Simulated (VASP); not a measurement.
# Au in VASP: a series of runs

The runs below take Au through single point, with PBE.

All numbers are computed with VASP 6.6.1; they aren't measurements. Logs are shortened: lines on timing, memory, paths and dates and some standing lists are left out, and cuts for length are marked.

## Step 1: The cell of the first run

Symmetry: Fm-3m, No. 225, cubic system. The conventional cell has a = 4.033 Å, b = 4.033 Å, c = 4.033 Å, α = 90.00°, β = 90.00°, γ = 90.00°. Au (site symmetry m-3m) has 12 Au at 2.85 Å within 3.8 Å.

## Step 2: Single point, PBE (strain -0.030 along x and y, -0.030 along z)

INCAR reads:

```
SYSTEM = Au
ALGO     = Normal         ! electronic algorithm
EDIFF    = 1E-7           ! SCF threshold, eV
ENCUT    = 520            ! plane-wave cutoff, eV
GGA      = PE             ! functional
ISIF     = 2              ! what is computed and relaxed
ISMEAR   = 0              ! smearing method
LASPH    = .True.         ! aspherical terms in the spheres
LCHARG   = .False.        ! write CHGCAR
LREAL    = .False.        ! projectors in reciprocal space
LWAVE    = .False.        ! write WAVECAR
NBANDS   = 12             ! bands
NELM     = 60             ! most SCF steps
PREC     = Accurate       ! precision mode
SIGMA    = 0.15           ! smearing width, eV
```

KPOINTS reads:

```
k-points
0
Gamma
  24 24 24
  0 0 0
```

POSCAR reads:

```
Au
1.0
    0.0000000000      2.0166676752      2.0166676752
    2.0166676752      0.0000000000      2.0166676752
    2.0166676752      2.0166676752      0.0000000000
Au
1
Direct
    0.0000000000      0.0000000000      0.0000000000
```

Potentials or basis: VASP PAW PBE potentials, release 64 (Au).

Run with:

```console
> cat potpaw_PBE.64/Au/POTCAR > POTCAR
> mpirun -np 1 vasp_std > vasp.out
```

OUTCAR:

```text
SYSTEM = Au
   EDIFF = 1E-7
   ENCUT = 520
   GGA = PE
   ISIF = 2
   ISMEAR = 0
   LASPH = .True.
   LREAL = .False.
   NELM = 60
   PREC = Accurate

 ion  position               nearest neighbor table
   1  0.000  0.000  0.000-

  LATTYP: Found a face centered cubic cell.
 ALAT       =     4.0333353504

  Lattice vectors:

 A1 = (   0.0000000000,   2.0166676752,   2.0166676752)
 A2 = (   2.0166676752,   0.0000000000,   2.0166676752)
 A3 = (   2.0166676752,   2.0166676752,   0.0000000000)

Analysis of symmetry for initial positions (statically):
=====================================================================
 Subroutine PRICEL returns:
 Original cell was already a primitive cell.

 Routine SETGRP: Setting up the symmetry group for a
 face centered cubic supercell.

 Subroutine GETGRP returns: Found 48 space group operations
 (whereof 48 operations were pure point group operations)
 out of a pool of 48 trial point group operations.

The static configuration has the point symmetry O_h .

Analysis of symmetry for dynamics (positions and initial velocities):
=====================================================================
 Subroutine PRICEL returns:
 Original cell was already a primitive cell.

 Routine SETGRP: Setting up the symmetry group for a
 face centered cubic supercell.

 Subroutine GETGRP returns: Found 48 space group operations
 (whereof 48 operations were pure point group operations)
 out of a pool of 48 trial point group operations.

The dynamic configuration has the point symmetry O_h .

 Subroutine INISYM returns: Found 48 space group operations
 (whereof 48 operations are pure point group operations),
 and found     1 'primitive' translations

----------------------------------------------------------------------------------------

                                     Primitive cell

  volume of cell :      16.4034

  direct lattice vectors                    reciprocal lattice vectors
     0.000000000  2.016667675  2.016667675    -0.247933760  0.247933760  0.247933760
     2.016667675  0.000000000  2.016667675     0.247933760 -0.247933760  0.247933760
     2.016667675  2.016667675  0.000000000     0.247933760  0.247933760 -0.247933760

  length of vectors
     2.851998777  2.851998777  2.851998777     0.429433870  0.429433870  0.429433870

  position of ions in fractional coordinates (direct lattice)
     0.000000000  0.000000000  0.000000000

  ion indices of the primitive-cell ions
   primitive index   ion index
                 1           1

----------------------------------------------------------------------------------------

 KPOINTS: k-points

Automatic generation of k-mesh.
 Grid dimensions read from file:
 generate k-points for:   24   24   24

 Generating k-lattice:

  Cartesian coordinates                     Fractional coordinates (reciprocal lattice)
    -0.010330573  0.010330573  0.010330573     0.041666667  0.000000000  0.000000000
     0.010330573 -0.010330573  0.010330573     0.000000000  0.041666667  0.000000000
     0.010330573  0.010330573 -0.010330573     0.000000000  0.000000000  0.041666667

  Length of vectors
     0.017893078  0.017893078  0.017893078

  Shift w.r.t. Gamma in fractional coordinates (k-lattice)
     0.000000000  0.000000000  0.000000000

 Subroutine IBZKPT returns following result:
 ===========================================

 Found    413 irreducible k-points:

 Following reciprocal coordinates:
            Coordinates               Weight
  0.000000  0.000000  0.000000      1.000000
  0.041667  0.000000  0.000000      8.000000
  0.083333  0.000000  0.000000      8.000000
  0.125000  0.000000  0.000000      8.000000
  0.166667  0.000000  0.000000      8.000000
  0.208333  0.000000  0.000000      8.000000
[... 16 lines left out ...]
  0.416667  0.041667  0.000000     24.000000
  0.458333  0.041667  0.000000     24.000000
 [... further k-points ...]
   k-points           NKPTS =    413   k-points in BZ     NKDIM =    413   number of bands    NBANDS=     12
   number of dos      NEDOS =    301   number of ions     NIONS =      1
   total plane-waves  NPLWV =  13824
   dimension x,y,z NGX =    24 NGY =   24 NGZ =   24
   dimension x,y,z NGXF=    48 NGYF=   48 NGZF=   48
   ions per type =               1
   NGX,Y,Z   is equivalent  to a cutoff of  13.99, 13.99, 13.99 a.u.
   NGXF,Y,Z  is equivalent  to a cutoff of  27.98, 27.98, 27.98 a.u.
 SYSTEM =  Au
   PREC   = accura    normal or accurate (medium, high low for compatibility)
   ISTART =      0    job   : 0-new  1-cont  2-samecut
   ICHARG =      2    charge: 1-file 2-atom 10-const
   ISPIN  =      1    spin polarized calculation?
   LNONCOLLINEAR =      F non collinear calculations
   LSORBIT =      F    spin-orbit coupling
   LASPH  =      T    aspherical Exc in radial PAW
   ENCUT  =  520.0 eV  38.22 Ry    6.18 a.u.   5.30  5.30  5.30*2*pi/ulx,y,z
   NELM   =     60;   NELMIN=  2; NELMDL= -5     # of ELM steps
   EDIFF  = 0.1E-06   stopping-criterion for ELM
   LREAL  =      F    real-space projection
   EDIFFG = 0.1E-05   stopping-criterion for IOM
   NSW    =      0    number of steps for IOM
   IBRION =     -1    ionic relax: 0-MD 1-quasi-New 2-CG
   NFREE  =      0    steps in history (QN), initial steepest desc. (CG)
   ISIF   =      2    stress and relaxation
   ISYM   =      2    0-nonsym 1-usesym 2-fastsym
   POTIM  = 0.5000    time-step for ionic-motion
   TEBEG  =    0.0;   TEEND  =   0.0 temperature during run
   PSTRESS=    0.0 pullay stress
   NELECT =      11.0000    total number of electrons
   NUPDOWN=      -1.0000    fix difference up-down
   EMIN   =  10.00;   EMAX   =-10.00  energy-range for DOS
   EFERMI =   0.00;   METHOD = LEGACY
   ISMEAR =     0;   SIGMA  =   0.15  broadening in eV -4-tet -1-fermi 0-gaus
   EFERMI_NEDOS =   21; number of points for ismear=-14 and -15
   IALGO  =     38    algorithm
   IMIX   =      4    mixing-type and parameters
     AMIX     =   0.40;   BMIX     =  1.00
     AMIX_MAG =   1.60;   BMIX_MAG =  1.00
  volume/ion in A,a.u.               =      16.40       110.70
  Fermi-wavevector in a.u.,A,eV,Ry     =   1.432940  2.707864 27.937081  2.053318
  Thomas-Fermi vector in A             =   2.552513
   LORBIT       =      0    0 simple, 1 ext, 2 COOP (PROOUT), +10 PAW based schemes
   GGA     = PE    functional components
   LHFCALC =     F    Hartree Fock is set to
   AEXX    =    0.0000 exact exchange contribution
   IVDW    =     0    specifies the selected vdW correction
   LEPSILON=     F    determine dielectric tensor
   LRPA    =     F    only Hartree local field effects (RPA)
 non-spin polarized calculation
 Gauss-broadening in eV      SIGMA  =   0.15
  energy-cutoff  :      520.00
  volume of cell :       16.40
 maximum number of plane-waves:       459
 NGX is ok and might be reduce to    24
   NGX = 11   NGY = 11   NGZ = 11

 number of electron      10.9999999 magnetization

 Free energy of the ion-electron system (eV)
  ---------------------------------------------------
  ext. energy  EPLUGINS =         0.00000000
  ---------------------------------------------------
  free energy    TOTEN  =        -3.15100267 eV

  energy without entropy =       -3.14813206  energy(sigma->0) =       -3.14956736

 E-fermi :  10.1383     XC(G=0): -12.9473

 val. band max:       10.1176257167   @ k =   0.4583   0.2917   0.0000
 cond. band min:      10.1503796907   @ k =   0.4583   0.4167   0.0000
 fundamental gap:      0.0327539740
 Fermi energy:        10.1383018684

 k-point     1 :       0.0000    0.0000    0.0000
  band No.  band energies     occupation
      1      -0.1422      2.00000
      2       5.2211      2.00000
      3       5.2211      2.00000
      4       5.2211      2.00000
      5       6.8413      2.00000
      6       6.8413      2.00000
      7      24.5867      0.00000
      8      28.8085      0.00000
      9      28.8085      0.00000
     10      28.8085      0.00000
     11      33.8370      0.00000
     12      38.9192      0.00000

 k-point     2 :       0.0417    0.0000    0.0000
  band No.  band energies     occupation
      1      -0.0792      2.00000
      2       5.1991      2.00000
      3       5.2439      2.00000
      4       5.2439      2.00000
      5       6.8304      2.00000
      6       6.8304      2.00000
      7      24.6673      0.00000
      8      28.3859      0.00000
      9      28.8887      0.00000
     10      28.8887      0.00000
     11      34.2406      0.00000
     12      37.9462      0.00000

 k-point     3 :       0.0833    0.0000    0.0000
  band No.  band energies     occupation
      1       0.1073      2.00000
      2       5.1384      2.00000
      3       5.3071      2.00000
      4       5.3071      2.00000
      5       6.8031      2.00000
      6       6.8031      2.00000
      7      24.8883      0.00000
      8      27.3985      0.00000
      9      29.1229      0.00000
     10      29.1229      0.00000
     11      34.8109      0.00000
     12      36.8928      0.00000
[... 286 lines left out ...]
 k-point    23 :       0.4167    0.0417    0.0000
  band No.  band energies     occupation
      1       2.4912      2.00000
      2       5.2163      2.00000
      3       5.3011      2.00000
      4       6.9942      2.00000
      5       7.9742      2.00000
      6       8.1970      2.00000
      7      15.6207      0.00000
      8      24.4433      0.00000
      9      27.7292      0.00000
     10      28.3040      0.00000
     11      34.9059      0.00000
     12      35.0948      0.00000

 k-point    24 :       0.4583    0.0417    0.0000
  band No.  band energies     occupation
      1       2.5008      2.00000
      2       5.1668      2.00000
      3       5.2468      2.00000
      4       7.5005      2.00000
      5       8.0953      2.00000
      6       8.8283      2.00000
      7      14.2829      0.00000
      8      24.2202      0.00000
      9      27.4579      0.00000
     10      27.7105      0.00000
     11      35.3336      0.00000
     12      35.5846      0.00000

 [... further k-points ...]
[... 5 lines left out ...]
  --------------------------------------------------------------------------------------
  -------------------------------------------------------------------------------------
  Total        1.6712104      1.6712104      1.6712104      0.0000000     -0.0000000      0.0000000
  in kB      163.2332837    163.2332837    163.2332837      0.0000000     -0.0000000      0.0000000
  external PRESSURE =     163.2332837 kB  Pullay stress =       0.0000000 kB

 VOLUME and BASIS-vectors are now :
 -----------------------------------------------------------------------------
  energy-cutoff  :      520.00
  volume of cell :       16.40
      direct lattice vectors                 reciprocal lattice vectors
     0.000000000  2.016667675  2.016667675    -0.247933760  0.247933760  0.247933760
     2.016667675  0.000000000  2.016667675     0.247933760 -0.247933760  0.247933760
     2.016667675  2.016667675  0.000000000     0.247933760  0.247933760 -0.247933760

 POSITION                                       TOTAL-FORCE (eV/Angst)
 -----------------------------------------------------------------------------------
      0.00000      0.00000      0.00000         0.000000      0.000000     -0.000000
 -----------------------------------------------------------------------------------
    total drift:                               -0.000000     -0.000000     -0.000000

  FREE ENERGIE OF THE ION-ELECTRON SYSTEM (eV)
  ---------------------------------------------------
  free  energy   TOTEN  =        -3.1510026731 eV

  energy  without entropy=       -3.1481320559  energy(sigma->0) =       -3.14956736
```

Wall time 79 s (1 thread of AMD EPYC 7R43 (Zen 3), shared host); peak memory 0.18 GiB.

What came out:

* Free energy: -3.1510 eV
* Pressure: 16.3 GPa
* Band gap on the k mesh: zero (an odd number of electrons rules out a gap without spin polarisation)

Caveat: the cell differs from its parent crystal (strain -0.030 along x and y, -0.030 along z); the cell stands under pressure; spin-orbit coupling is left out, which moves the levels of the heavy elements.

## Step 3: Single point, PBE (strain -0.015 along x and y, -0.015 along z)

INCAR reads:

```
SYSTEM = Au
ALGO = Fast
EDIFF = 1E-6
ENCUT = 520
GGA = PE
ISIF = 2
ISMEAR = 0
LASPH = .True.
LCHARG = .True.
LELF = .True.
LREAL = .False.
LVHAR = .True.
LWAVE = .False.
NBANDS = 12
NELM = 80
PREC = Accurate
SIGMA = 0.15
```

KPOINTS is that of step 2.

POSCAR reads:

```
Au
1.0
    0.0000000000      2.0478532578      2.0478532578
    2.0478532578      0.0000000000      2.0478532578
    2.0478532578      2.0478532578      0.0000000000
Au
1
Direct
    0.0000000000      0.0000000000      0.0000000000
```

Potentials or basis: VASP PAW PBE potentials, release 64 (Au).

Run with:

```console
> cat potpaw_PBE.64/Au/POTCAR > POTCAR
> mpirun -np 1 vasp_std > vasp.out
```

Run time: 91 s. Hardware: 1 thread of AMD EPYC 7R43 (Zen 3), shared host; peak memory 0.17 GiB.

Results (log left out):

| Item | Value |
| --- | --- |
| Free energy | -3.2066 eV |
| Pressure | 7.0 GPa |
| Band gap on the k mesh | zero (an odd number of electrons rules out a gap without spin polarisation) |

Levels at points of the mesh, in eV from the Fermi level:
```
           k point  band 4  band 5  band 6  band 7  band 8  band 9
(0.00, 0.00, 0.00)   -4.65   -3.16   -3.16   14.53   18.49   18.49
(0.50, 0.00, 0.00)   -1.98   -1.98   -0.92    3.03   13.98   17.07
(0.50, 0.50, 0.00)   -1.66   -1.66    1.04    5.71    9.99    9.99
```

Caveat: the cell differs from its parent crystal (strain -0.015 along x and y, -0.015 along z); the cell stands under pressure; spin-orbit coupling is left out, which moves the levels of the heavy elements.

## Step 4: Single point, PBE (strain +0.015 along x and y, +0.015 along z)

INCAR reads:

```
ALGO = Normal ; EDIFF = 1E-6
ENCUT = 520 ; GGA = PE
ISIF = 2 ; ISMEAR = 0
LASPH = T ; LCHARG = F
LREAL = F ; LWAVE = F
NBANDS = 12 ; NELM = 80
PREC = Accurate ; SIGMA = 0.15
```

KPOINTS reads:

```
k-points
0
Gamma
  24 24 24
```

POSCAR reads:

```
Au
1.0
    0.0000000000      2.1102244230      2.1102244230
    2.1102244230      0.0000000000      2.1102244230
    2.1102244230      2.1102244230      0.0000000000
Au
1
Direct
    0.0000000000      0.0000000000      0.0000000000
```

Run with:

```console
> cat potpaw_PBE.64/Au/POTCAR > POTCAR
> mpirun -np 1 vasp_std > vasp.out
```

It took 79 s on 1 thread of AMD EPYC 7R43 (Zen 3), shared host; peak memory 0.18 GiB.

Results (log left out):

```
Free energy            : -3.2077 eV
Pressure               : -5.7 GPa
Band gap on the k mesh : zero (an odd number of electrons rules out a gap without spin polarisation)
```

Levels at points of the mesh, in eV from the Fermi level:
```csv
k point,band 3,band 4,band 5,band 6,band 7,band 8,band 9,band 10
"(0.00, 0.00, 0.00)",-4.20,-4.20,-2.93,-2.93,14.61,18.04,18.04,18.04
"(0.50, 0.00, 0.00)",-4.23,-1.92,-1.92,-0.52,2.57,14.04,16.38,16.38
"(0.50, 0.50, 0.00)",-1.96,-1.65,-1.65,1.29,5.02,9.72,9.72,16.17
```

Caveat: the cell differs from its parent crystal (strain +0.015 along x and y, +0.015 along z); the cell stands under tension; spin-orbit coupling is left out, which moves the levels of the heavy elements.

## Step 5: Single point, PBE (strain +0.030 along x and y, +0.030 along z)

INCAR reads:

```
SYSTEM = Au
  PREC = Accurate
  ENCUT = 520
  EDIFF = 1E-7
  ISMEAR = 0
  SIGMA = 0.15
  LREAL = .False.
  LASPH = .True.
  NELM = 60
  ALGO = Fast
  ISIF = 2
  LWAVE = .False.
  LCHARG = .False.
  GGA = PE
  NBANDS = 12
```

KPOINTS reads:

```
Automatic mesh
0
Gamma
  24 24 24
  0 0 0
```

POSCAR reads:

```
Au
1.0
    0.0000000000      2.1414100056      2.1414100056
    2.1414100056      0.0000000000      2.1414100056
    2.1414100056      2.1414100056      0.0000000000
Au
1
Direct
    0.0000000000      0.0000000000      0.0000000000
```

Run with:

```console
> cat potpaw_PBE.64/Au/POTCAR > POTCAR
> mpirun -np 1 vasp_std > vasp.out
```

Run time: 98 s. Hardware: 1 thread of AMD EPYC 7R43 (Zen 3), shared host; peak memory 0.19 GiB.

The run converged. Its results:

```yaml
Free_energy: -3.1672 eV
Pressure: -9.7 GPa
Band_gap_on_the_k_mesh: zero (an odd number of electrons rules out a gap without spin polarisation)
```

Levels at points of the mesh, in eV from the Fermi level:
| k point | band 3 | band 4 | band 5 | band 6 | band 7 | band 8 | band 9 | band 10 |
| --- | --- | --- | --- | --- | --- | --- | --- | --- |
| (0.00, 0.00, 0.00) | -4.00 | -4.00 | -2.83 | -2.83 | 14.62 | 17.80 | 17.80 | 17.80 |
| (0.50, 0.00, 0.00) | -4.02 | -1.89 | -1.89 | -0.33 | 2.37 | 14.04 | 16.04 | 16.04 |
| (0.50, 0.50, 0.00) | -1.93 | -1.64 | -1.64 | 1.41 | 4.71 | 9.59 | 9.59 | 15.73 |

Caveat: the cell differs from its parent crystal (strain +0.030 along x and y, +0.030 along z); the cell stands under tension; spin-orbit coupling is left out, which moves the levels of the heavy elements.

## Step 6: Single point, PBE (strain -0.030 along x and y, -0.015 along z)

INCAR reads:

```
SYSTEM = Au
PREC = Accurate ; ENCUT = 520
EDIFF = 1E-7 ; ISMEAR = 0
SIGMA = 0.15 ; LREAL = .FALSE.
LASPH = .TRUE. ; NELM = 100
ALGO = Fast ; ISIF = 2
LWAVE = .FALSE. ; LCHARG = .FALSE.
GGA = PE ; NBANDS = 12
```

KPOINTS reads:

```
regular mesh
0
G
  24 24 24
  0 0 0
```

POSCAR reads:

```
Au
1.0
    0.0000000000      2.0166676752      2.0478532578
    2.0166676752      0.0000000000      2.0478532578
    2.0166676752      2.0166676752      0.0000000000
Au
1
Direct
    0.0000000000      0.0000000000      0.0000000000
```

Potentials or basis: VASP PAW PBE potentials, release 64 (Au).

Run with:

```console
> cat potpaw_PBE.64/Au/POTCAR > POTCAR
> mpirun -np 1 vasp_std > vasp.out
```

It took 4.2 min on 1 thread of AMD EPYC 7R43 (Zen 3), shared host; peak memory 0.28 GiB.

The run converged. Its results:

| Item | Value |
| --- | --- |
| Free energy | -3.1741 eV |
| Pressure | 13.0 GPa |
| Band gap on the k mesh | zero (an odd number of electrons rules out a gap without spin polarisation) |

Stress tensor (GPa, compression positive):
```
13.20  0.00  0.00
 0.00 13.20  0.00
 0.00  0.00 12.64
```

Levels at points of the mesh, in eV from the Fermi level:
```tsv
k point	band 3	band 4	band 5	band 6	band 7	band 8	band 9	band 10
(0.00, 0.00, 0.00)	-4.78	-4.78	-3.33	-3.18	14.48	18.42	18.70	18.70
(0.50, 0.00, 0.00)	-4.80	-2.04	-1.97	-1.08	3.19	13.92	17.14	17.46
(0.50, 0.50, 0.00)	-2.04	-1.68	-1.68	0.77	5.71	10.25	10.25	17.61
(0.50, 0.00, 0.50)	-2.05	-1.72	-1.61	1.04	6.08	9.95	10.00	17.38
```

Caveat: the cell differs from its parent crystal (strain -0.030 along x and y, -0.015 along z); the cell stands under pressure; spin-orbit coupling is left out, which moves the levels of the heavy elements.

## Step 7: Summary

| cell | gap on the mesh (eV) | pressure (GPa) |
| --- | --- | --- |
| a = 2.852 Å, angles 60.0°, 1 atom | none | 16.3 |
| a = 2.896 Å, angles 60.0°, 1 atom | none | 7.0 |
| a = 2.984 Å, angles 60.0°, 1 atom | none | -5.7 |
| a = 3.028 Å, angles 60.0°, 1 atom | none | -9.7 |
| a = 2.874, b = 2.874, c = 2.852 Å, angles 60.3, 60.3, 59.5°, 1 atom | none | 13.0 |

Alike in all rows: task single point; level PBE; potentials or basis VASP PAW PBE potentials, release 64 (Au); no spin polarisation; k mesh 24 × 24 × 24; cutoff (eV) 520; smearing gaussian 0.15 eV.

Caveats: spin-orbit coupling is left out, which moves the levels of the heavy elements; the cell stands under pressure (at least some runs); the cell stands under tension (at least some runs).

Absolute energies hang on the potentials; compare differences alone.

The gap in the log of VASP goes by the Fermi energy; the results here count the filled bands.